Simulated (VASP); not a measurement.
# ZnS (F-43m) in VASP: notebook

The runs below take ZnS through single point, relaxation of cell and atoms, with PBEsol.

Program: VASP 6.6.1. These are calculated values, not measurements. Logs are shortened: lines on timing, memory, paths and dates and some standing lists are left out, and cuts for length are marked.

**1. The cell of the first run**

The structure is cubic, space group F-43m (No. 216). The conventional cell has a = 5.356 Å, b = 5.356 Å, c = 5.356 Å, α = 90.00°, β = 90.00°, γ = 90.00°. Within 3.1 Å of Zn (site symmetry -43m) lie 4 S at 2.32 Å. S (site symmetry -43m) has 4 Zn at 2.32 Å within 3.1 Å.

**2. Single point, PBEsol**

Input file INCAR:

```
SYSTEM = ZnS
PREC = Accurate ; ENCUT = 520
EDIFF = 1E-6 ; ISMEAR = -1
SIGMA = 0.08 ; LREAL = .False.
LASPH = .True. ; NELM = 80
ALGO = Normal ; ISIF = 2
LWAVE = .False. ; LCHARG = .False.
GGA = PS ; NBANDS = 16
```

Input file KPOINTS:

```
regular mesh
0
Gamma
  12 12 12
  0 0 0
```

Input file POSCAR:

```
ZnS
1.0
    0.0000000000      2.6777695933      2.6777695933
    2.6777695933      0.0000000000      2.6777695933
    2.6777695933      2.6777695933      0.0000000000
Zn S
1 1
Direct
    0.7500000000      0.7500000000      0.7500000000
    0.0000000000      0.0000000000      0.0000000000
```

Potentials or basis: VASP PAW PBE potentials, release 64 (Zn, S).

Launch:

```console
$ cat potpaw_PBE.64/Zn/POTCAR potpaw_PBE.64/S/POTCAR > POTCAR
$ mpirun -np 1 vasp_std > vasp.out
```

OUTCAR:

```text
SYSTEM = ZnS
   PREC = Accurate
   ENCUT = 520
   EDIFF = 1E-6
   ISMEAR = -1
   LREAL = .False.
   LASPH = .True.
   NELM = 80
   ISIF = 2
   GGA = PS

 ion  position               nearest neighbor table
   1  0.750  0.750  0.750-   2 2.32   2 2.32   2 2.32   2 2.32
   2  0.000  0.000  0.000-   1 2.32   1 2.32   1 2.32   1 2.32

  LATTYP: Found a face centered cubic cell.
 ALAT       =     5.3555391866

  Lattice vectors:

 A1 = (   0.0000000000,   2.6777695933,   2.6777695933)
 A2 = (   2.6777695933,   0.0000000000,   2.6777695933)
 A3 = (   2.6777695933,   2.6777695933,   0.0000000000)

Analysis of symmetry for initial positions (statically):
=====================================================================
 Subroutine PRICEL returns:
 Original cell was already a primitive cell.

 Routine SETGRP: Setting up the symmetry group for a
 face centered cubic supercell.

 Subroutine GETGRP returns: Found 24 space group operations
 (whereof 24 operations were pure point group operations)
 out of a pool of 48 trial point group operations.

The static configuration has the point symmetry T_d .

Analysis of symmetry for dynamics (positions and initial velocities):
=====================================================================
 Subroutine PRICEL returns:
 Original cell was already a primitive cell.

 Routine SETGRP: Setting up the symmetry group for a
 face centered cubic supercell.

 Subroutine GETGRP returns: Found 24 space group operations
 (whereof 24 operations were pure point group operations)
 out of a pool of 48 trial point group operations.

The dynamic configuration has the point symmetry T_d .

 Subroutine INISYM returns: Found 24 space group operations
 (whereof 24 operations are pure point group operations),
 and found     1 'primitive' translations

----------------------------------------------------------------------------------------

                                     Primitive cell

  volume of cell :      38.4016

  direct lattice vectors                    reciprocal lattice vectors
     0.000000000  2.677769593  2.677769593    -0.186722562  0.186722562  0.186722562
     2.677769593  0.000000000  2.677769593     0.186722562 -0.186722562  0.186722562
     2.677769593  2.677769593  0.000000000     0.186722562  0.186722562 -0.186722562

  length of vectors
     3.786938076  3.786938076  3.786938076     0.323412965  0.323412965  0.323412965

  position of ions in fractional coordinates (direct lattice)
     0.750000000  0.750000000  0.750000000
     0.000000000  0.000000000  0.000000000

  ion indices of the primitive-cell ions
   primitive index   ion index
                 1           1
                 2           2

----------------------------------------------------------------------------------------

 KPOINTS: regular mesh

Automatic generation of k-mesh.
 Grid dimensions read from file:
 generate k-points for:   12   12   12

 Generating k-lattice:

  Cartesian coordinates                     Fractional coordinates (reciprocal lattice)
    -0.015560214  0.015560214  0.015560214     0.083333333  0.000000000  0.000000000
     0.015560214 -0.015560214  0.015560214     0.000000000  0.083333333  0.000000000
     0.015560214  0.015560214 -0.015560214     0.000000000  0.000000000  0.083333333

  Length of vectors
     0.026951080  0.026951080  0.026951080

  Shift w.r.t. Gamma in fractional coordinates (k-lattice)
     0.000000000  0.000000000  0.000000000

 Subroutine IBZKPT returns following result:
 ===========================================

 Found     72 irreducible k-points:

 Following reciprocal coordinates:
            Coordinates               Weight
  0.000000  0.000000  0.000000      1.000000
  0.083333  0.000000  0.000000      8.000000
  0.166667  0.000000  0.000000      8.000000
  0.250000  0.000000  0.000000      8.000000
  0.333333  0.000000  0.000000      8.000000
  0.416667  0.000000  0.000000      8.000000
[... 16 lines left out ...]
  0.500000  0.166667  0.000000     24.000000
 -0.416667  0.166667  0.000000     24.000000
 [... further k-points ...]
   k-points           NKPTS =     72   k-points in BZ     NKDIM =     72   number of bands    NBANDS=     16
   number of dos      NEDOS =    301   number of ions     NIONS =      2
   total plane-waves  NPLWV =  21952
   dimension x,y,z NGX =    28 NGY =   28 NGZ =   28
   dimension x,y,z NGXF=    56 NGYF=   56 NGZF=   56
   ions per type =               1   1
   NGX,Y,Z   is equivalent  to a cutoff of  12.29, 12.29, 12.29 a.u.
   NGXF,Y,Z  is equivalent  to a cutoff of  24.58, 24.58, 24.58 a.u.
 SYSTEM =  ZnS
   PREC   = accura    normal or accurate (medium, high low for compatibility)
   ISTART =      0    job   : 0-new  1-cont  2-samecut
   ICHARG =      2    charge: 1-file 2-atom 10-const
   ISPIN  =      1    spin polarized calculation?
   LNONCOLLINEAR =      F non collinear calculations
   LSORBIT =      F    spin-orbit coupling
   LASPH  =      T    aspherical Exc in radial PAW
   ENCUT  =  520.0 eV  38.22 Ry    6.18 a.u.   7.04  7.04  7.04*2*pi/ulx,y,z
   NELM   =     80;   NELMIN=  2; NELMDL= -5     # of ELM steps
   EDIFF  = 0.1E-05   stopping-criterion for ELM
   LREAL  =      F    real-space projection
   EDIFFG = 0.1E-04   stopping-criterion for IOM
   NSW    =      0    number of steps for IOM
   IBRION =     -1    ionic relax: 0-MD 1-quasi-New 2-CG
   NFREE  =      0    steps in history (QN), initial steepest desc. (CG)
   ISIF   =      2    stress and relaxation
   ISYM   =      2    0-nonsym 1-usesym 2-fastsym
   POTIM  = 0.5000    time-step for ionic-motion
   TEBEG  =    0.0;   TEEND  =   0.0 temperature during run
   PSTRESS=    0.0 pullay stress
   NELECT =      18.0000    total number of electrons
   NUPDOWN=      -1.0000    fix difference up-down
   EMIN   =  10.00;   EMAX   =-10.00  energy-range for DOS
   EFERMI =   0.00;   METHOD = LEGACY
   ISMEAR =    -1;   SIGMA  =   0.08  broadening in eV -4-tet -1-fermi 0-gaus
   EFERMI_NEDOS =   21; number of points for ismear=-14 and -15
   IALGO  =     38    algorithm
   IMIX   =      4    mixing-type and parameters
     AMIX     =   0.40;   BMIX     =  1.00
     AMIX_MAG =   1.60;   BMIX_MAG =  1.00
  volume/ion in A,a.u.               =      19.20       129.57
  Fermi-wavevector in a.u.,A,eV,Ry     =   1.271694  2.403152 22.003402  1.617204
  Thomas-Fermi vector in A             =   2.404613
   LORBIT       =      0    0 simple, 1 ext, 2 COOP (PROOUT), +10 PAW based schemes
   GGA     = PS    functional components
   LHFCALC =     F    Hartree Fock is set to
   AEXX    =    0.0000 exact exchange contribution
   IVDW    =     0    specifies the selected vdW correction
   LEPSILON=     F    determine dielectric tensor
   LRPA    =     F    only Hartree local field effects (RPA)
 non-spin polarized calculation
  energy-cutoff  :      520.00
  volume of cell :       38.40
 maximum number of plane-waves:      1056
   NGX = 15   NGY = 15   NGZ = 15

 number of electron      18.0000016 magnetization

 Free energy of the ion-electron system (eV)
  ---------------------------------------------------
  ext. energy  EPLUGINS =         0.00000000
  ---------------------------------------------------
  free energy    TOTEN  =        -7.58893210 eV

  energy without entropy =       -7.58893208  energy(sigma->0) =       -7.58893209

 E-fermi :   3.4289     XC(G=0):  -9.9773

 val. band max:        2.2693097144   @ k =   0.0000   0.0000   0.0000
 cond. band min:       4.3644457998   @ k =   0.0000   0.0000   0.0000
 fundamental gap:      2.0951360854
 Fermi energy:         3.4289224004

 k-point     1 :       0.0000    0.0000    0.0000
  band No.  band energies     occupation
      1     -11.0792      2.00000
      2      -4.2155      2.00000
      3      -4.2155      2.00000
      4      -4.2155      2.00000
      5      -3.6838      2.00000
      6      -3.6838      2.00000
[... 8 lines left out ...]
     15      14.0370      0.00000
     16      14.0601      0.00000

 k-point     2 :       0.0833    0.0000    0.0000
  band No.  band energies     occupation
      1     -11.0231      2.00000
      2      -4.2178      2.00000
      3      -4.2052      2.00000
      4      -4.2052      2.00000
      5      -3.6849      2.00000
      6      -3.6849      2.00000
[... 8 lines left out ...]
     15      13.6702      0.00000
     16      14.5043      0.00000

 k-point     3 :       0.1667    0.0000    0.0000
  band No.  band energies     occupation
      1     -10.8635      2.00000
      2      -4.2154      2.00000
      3      -4.1780      2.00000
      4      -4.1780      2.00000
      5      -3.6861      2.00000
      6      -3.6861      2.00000
[... 8 lines left out ...]
     15      13.1919      0.00000
     16      14.8499      0.00000

 k-point     4 :       0.2500    0.0000    0.0000
  band No.  band energies     occupation
      1     -10.6289      2.00000
      2      -4.1814      2.00000
      3      -4.1444      2.00000
      4      -4.1444      2.00000
      5      -3.6825      2.00000
      6      -3.6825      2.00000
[... 8 lines left out ...]
     15      13.1868      0.00000
     16      14.3210      0.00000

 k-point     5 :       0.3333    0.0000    0.0000
  band No.  band energies     occupation
      1     -10.3707      2.00000
      2      -4.1160      2.00000
      3      -4.1160      2.00000
      4      -4.0718      2.00000
      5      -3.6714      2.00000
      6      -3.6714      2.00000
[... 8 lines left out ...]
     15      13.8282      0.00000
     16      13.9876      0.00000

 k-point     6 :       0.4167    0.0000    0.0000
  band No.  band energies     occupation
      1     -10.1632      2.00000
      2      -4.0994      2.00000
      3      -4.0994      2.00000
      4      -3.8298      2.00000
      5      -3.6576      2.00000
      6      -3.6576      2.00000
[... 8 lines left out ...]
     15      14.9188      0.00000
     16      14.9188      0.00000

 k-point     7 :       0.5000    0.0000    0.0000
  band No.  band energies     occupation
      1     -10.0825      2.00000
      2      -4.0942      2.00000
      3      -4.0942      2.00000
      4      -3.6512      2.00000
      5      -3.6512      2.00000
      6      -3.4786      2.00000
[... 8 lines left out ...]
     15      15.7283      0.00000
     16      15.7283      0.00000

 k-point     8 :       0.0833    0.0833    0.0000
  band No.  band energies     occupation
      1     -11.0043      2.00000
      2      -4.2276      2.00000
      3      -4.1971      2.00000
      4      -4.1971      2.00000
      5      -3.6925      2.00000
      6      -3.6783      2.00000
[... 8 lines left out ...]
     15      14.1288      0.00000
     16      14.7013      0.00000

 k-point     9 :       0.1667    0.0833    0.0000
  band No.  band energies     occupation
      1     -10.8792      2.00000
      2      -4.2339      2.00000
      3      -4.1727      2.00000
      4      -4.1707      2.00000
      5      -3.7001      2.00000
      6      -3.6736      2.00000
[... 8 lines left out ...]
     15      13.9593      0.00000
     16      15.4207      0.00000
[... 172 lines left out ...]
 k-point    19 :       0.1667    0.1667    0.0000
  band No.  band energies     occupation
      1     -10.7915      2.00000
      2      -4.2570      2.00000
      3      -4.1433      2.00000
      4      -4.1433      2.00000
      5      -3.7135      2.00000
      6      -3.6634      2.00000
[... 8 lines left out ...]
     15      14.3982      0.00000
     16      16.2565      0.00000

 k-point    20 :       0.2500    0.1667    0.0000
  band No.  band energies     occupation
      1     -10.6155      2.00000
      2      -4.2596      2.00000
      3      -4.1049      2.00000
      4      -4.1046      2.00000
      5      -3.7195      2.00000
      6      -3.6544      2.00000
[... 8 lines left out ...]
     15      14.4851      0.00000
     16      16.6957      0.00000

 k-point    21 :       0.3333    0.1667    0.0000
  band No.  band energies     occupation
      1     -10.3864      2.00000
      2      -4.2209      2.00000
      3      -4.0686      2.00000
      4      -4.0581      2.00000
      5      -3.7063      2.00000
      6      -3.6458      2.00000
[... 8 lines left out ...]
     15      14.8385      0.00000
     16      16.1953      0.00000

 k-point    22 :       0.4167    0.1667    0.0000
  band No.  band energies     occupation
      1     -10.1606      2.00000
      2      -4.1483      2.00000
      3      -4.0447      2.00000
      4      -3.9720      2.00000
      5      -3.6587      2.00000
      6      -3.6403      2.00000
[... 8 lines left out ...]
     15      15.5981      0.00000
     16      15.9741      0.00000

 k-point    23 :       0.5000    0.1667    0.0000
  band No.  band energies     occupation
      1     -10.0085      2.00000
      2      -4.1074      2.00000
      3      -4.0362      2.00000
      4      -3.8088      2.00000
      5      -3.6453      2.00000
      6      -3.5268      2.00000
[... 8 lines left out ...]
     15      15.7707      0.00000
     16      16.2664      0.00000

 k-point    24 :      -0.4167    0.1667    0.0000
  band No.  band energies     occupation
      1      -9.9874      2.00000
      2      -4.0945      2.00000
      3      -4.0418      2.00000
      4      -3.7399      2.00000
      5      -3.6635      2.00000
      6      -3.4735      2.00000
[... 8 lines left out ...]
     15      14.5552      0.00000
     16      16.1290      0.00000

 [... further k-points ...]

------------------------ aborting loop because EDIFF is reached ----------------------------------------

  FORCE on cell =-STRESS in cart. coord.  units (eV):
  Direction    XX          YY          ZZ          XY          YZ          ZX
  --------------------------------------------------------------------------------------
  -------------------------------------------------------------------------------------
  Total        0.0560997      0.0560997      0.0560997     -0.0000000      0.0000000     -0.0000000
  in kB        2.3405713      2.3405713      2.3405713     -0.0000000      0.0000000     -0.0000000
  external PRESSURE =       2.3405713 kB  Pullay stress =       0.0000000 kB

 VOLUME and BASIS-vectors are now :
 -----------------------------------------------------------------------------
  energy-cutoff  :      520.00
  volume of cell :       38.40
      direct lattice vectors                 reciprocal lattice vectors
     0.000000000  2.677769593  2.677769593    -0.186722562  0.186722562  0.186722562
     2.677769593  0.000000000  2.677769593     0.186722562 -0.186722562  0.186722562
     2.677769593  2.677769593  0.000000000     0.186722562  0.186722562 -0.186722562

 POSITION                                       TOTAL-FORCE (eV/Angst)
 -----------------------------------------------------------------------------------
      4.01665      4.01665      4.01665         0.000000      0.000000      0.000000
      0.00000      0.00000      0.00000        -0.000000     -0.000000     -0.000000
 -----------------------------------------------------------------------------------
    total drift:                                0.000002      0.000002      0.000002

  FREE ENERGIE OF THE ION-ELECTRON SYSTEM (eV)
  ---------------------------------------------------
  free  energy   TOTEN  =        -7.5889321012 eV

  energy  without entropy=       -7.5889320780  energy(sigma->0) =       -7.58893209
```

Wall time 25 s (1 thread of AMD EPYC 7R13, shared host); peak memory 0.18 GiB.

Results:

- Free energy: -7.5889 eV
- Pressure: 0.2 GPa
- Band gap on the k mesh: 2.10 eV, direct

Caveat: the PAW data sets were made with another functional, which shifts forces and pressure a little. A k mesh can miss the band edges.

**3. Relaxation of cell and atoms, PBEsol**

This run uses another cell than the first one, of 19.73 Å³/atom, 1.027 times its volume.

Input file INCAR:

```
PREC = Accurate ; ENCUT = 600
EDIFF = 1E-6 ; ISMEAR = -1
SIGMA = 0.08 ; LREAL = F
LASPH = T ; NELM = 60
ALGO = Normal ; ISIF = 3
LWAVE = F ; LCHARG = F
GGA = PS ; IBRION = 2
NSW = 100 ; EDIFFG = -0.002
```

Input file KPOINTS:

```
regular mesh
0
Gamma
  12 12 12
```

Input file POSCAR:

```
ZnS
1.0
    0.0000000000      2.7020000000      2.7020000000
    2.7020000000      0.0000000000      2.7020000000
    2.7020000000      2.7020000000      0.0000000000
Zn S
1 1
Direct
    0.7500000000      0.7500000000      0.7500000000
    0.0000000000      0.0000000000      0.0000000000
```

Potentials or basis: VASP PAW PBE potentials, release 64 (Zn, S).

Launch:

```console
$ cat potpaw_PBE.64/Zn/POTCAR potpaw_PBE.64/S/POTCAR > POTCAR
$ mpirun -np 1 vasp_std > vasp.out
```

Wall time 85 s (1 thread of AMD EPYC 7R13, shared host); peak memory 0.22 GiB.

It converged, with:

```
Free energy                            : -7.5893 eV
Relaxed volume                         : 19.27 Å³/atom
Relaxed cell                           : a = 3.791 Å, b = 3.791 Å, c = 3.791 Å, α = 60.00°, β = 60.00°, γ = 60.00°
Space group after relaxing (to 0.05 Å) : F-43m (No. 216)
Energy gained by relaxing              : 2.7 meV/atom
Ionic steps                            : 6
Pressure after relaxing                : 0.0 GPa
Band gap on the k mesh                 : 2.08 eV, direct
```

Step by step:
| step | energy change (eV) | largest force (eV/Å) | pressure (GPa) | volume (Å³) |
| --- | --- | --- | --- | --- |
| 1 | 0.0000 | 0.0000 | -1.73 | 39.45 |
| 2 | -0.0049 | 0.0000 | 0.59 | 38.25 |
| 3 | -0.0054 | 0.0000 | -0.03 | 38.51 |
| 4 | -0.0053 | 0.0000 | 0.09 | 38.49 |
| 5 | -0.0053 | 0.0000 | -0.04 | 38.55 |
| 6 | -0.0053 | 0.0000 | 0.01 | 38.54 |

Final structure:
```
CELL_PARAMETERS angstrom
0.00000 2.68088 2.68088
2.68088 0.00000 2.68088
2.68088 2.68088 0.00000
ATOMIC_POSITIONS crystal
Zn 0.75000 0.75000 0.75000
S 0.00000 0.00000 0.00000
```

Levels at points of the mesh, in eV from the valence-band top:
| k point | band 6 | band 7 | band 8 | band 9 | band 10 | band 11 | band 12 | band 13 |
| --- | --- | --- | --- | --- | --- | --- | --- | --- |
| (0.00, 0.00, 0.00) | -5.94 | 0.00 | 0.00 | 0.00 | 2.08 | 6.29 | 6.29 | 6.29 |
| (0.50, 0.00, 0.00) | -5.74 | -5.52 | -0.91 | -0.91 | 3.24 | 6.82 | 6.82 | 8.78 |
| (0.50, 0.50, 0.00) | -5.72 | -4.70 | -2.34 | -2.34 | 3.19 | 3.96 | 11.00 | 12.04 |

Caveat: the PAW data sets were made with another functional, which shifts forces and pressure a little. A k mesh can miss the band edges.
